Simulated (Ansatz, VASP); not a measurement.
## BN: VASP beside Ansatz

```
B N
1.0
     0.00000   -1.81239   -1.81239
    -1.81239    0.00000   -1.81239
     1.81239    1.81239   -3.62479
B N
2 2
Direct
  0.01394 0.02884 0.00000
  0.48606 0.47116 0.50000
  0.38926 0.40452 0.87500
  0.86074 0.84548 0.37500
```

Change from the starting cell: mode 4 frozen in at -0.085 Å and mode 5 at -0.051 Å (largest displacements).

Alike in both runs: task single point; functional PBE; k mesh 6 × 6 × 6; occupations gaussian, width 0.05 eV; no spin polarisation.

|  | VASP | Ansatz |
| --- | --- | --- |
| version | VASP 6.6.1 | Ansatz 0.2.0 |
| potentials or method | VASP PAW PBE potentials, release 64 (B, N), cutoff 520 eV | scalar-relativistic, plane waves, PAW |
| valence electrons in the cell | 16 | 16 |

Ansatz gave:

| Property | Result |
| --- | --- |
| gap on the k mesh at the Fermi level (eV) | 4.28 |
| least direct gap on the mesh (eV) | 6.24 |
| pressure (GPa) | -0.3 |
| traceless stress, the component that is largest in VASP (GPa) | -2.06 |
| rms of the force components (eV/Å) | 0.608 |

**Question.** What did VASP give for the same quantities?

**Answer.** gap on the k mesh at the Fermi level (eV): 4.27; least direct gap on the mesh (eV): 6.23; pressure (GPa): -0.1; traceless stress, the component that is largest in VASP (GPa): -2.06; rms of the force components (eV/Å): 0.608.

Atom by atom the forces differ by 0.001 eV/Å (rms over components).

The k mesh is coarse, so the values compare programs but aren't converged.
